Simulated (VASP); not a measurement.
Runs of VASP 6.6.1 on Nb. The structure is that of space group Fm-3m (No. 225), or close to it. The cells are those of the table. 

```tsv
level	spin	cell	k mesh	cutoff (eV)	grid for exact exchange (PRECFOCK)	share of exact exchange	screening parameter	gap on the mesh (eV)	pressure (GPa)
PBEsol	off	a = 3.021, b = 3.021, c = 3.051 Å, angles 59.7, 59.7, 60.7°, 1 atom	11 × 11 × 11	500	-	-	-	none	-13.1
PBE	non-collinear, zero start, SOC	a = 2.991 Å, angles 60.0°, 1 atom	9 × 9 × 9	520	-	-	-	-	-0.6
PBEsol	off	a = 3.051, b = 3.051, c = 3.111 Å, angles 59.4, 59.4, 61.3°, 1 atom	11 × 11 × 11	500	-	-	-	none	(b)
PBEsol-based screened hybrid with 25 % exact exchange	off	a = 2.991 Å, angles 60.0°, 1 atom	6 × 6 × 6	520	Normal	0.25	0.207 1/Å	none	-6.3
PBE-based screened hybrid with 25 % exact exchange	off	a = 2.978 Å, angles 60.0°, 1 atom	6 × 6 × 6	520	Normal	0.25	0.3 1/Å	none	-0.4
PBE	off	a = 2.991 Å, angles 60.0°, 1 atom	12 × 12 × 12	520	-	-	-	none	(a)
PBEsol-based screened hybrid with 25 % exact exchange	off	a = 2.959 Å, angles 60.0°, 1 atom	6 × 6 × 6	520	Normal	0.25	0.207 1/Å	none	-0.4
PBE	off	a = 2.991 Å, angles 60.0°, 1 atom	18 × 18 × 18	520	-	-	-	none	-1.7
```

Alike in all rows: task single point; potentials or basis VASP PAW PBE potentials, release 64 (Nb_sv); smearing fermi-dirac 0.05 eV.

Task: Fill in the values left out.

Result: (a) -1.4; (b) -17.7.

Caveats: some runs use coarse meshes; the PAW data sets were made with another functional, which shifts forces and pressure a little (at least some runs); the cell stands under tension (at least some runs); the stress differs along the axes, from -23 to -15 GPa (at least some runs).

A k mesh can miss the band edges, and rows without SOC leave out spin-orbit coupling on Nb.

A gap of «none» marks levels without a gap at the run's occupations.
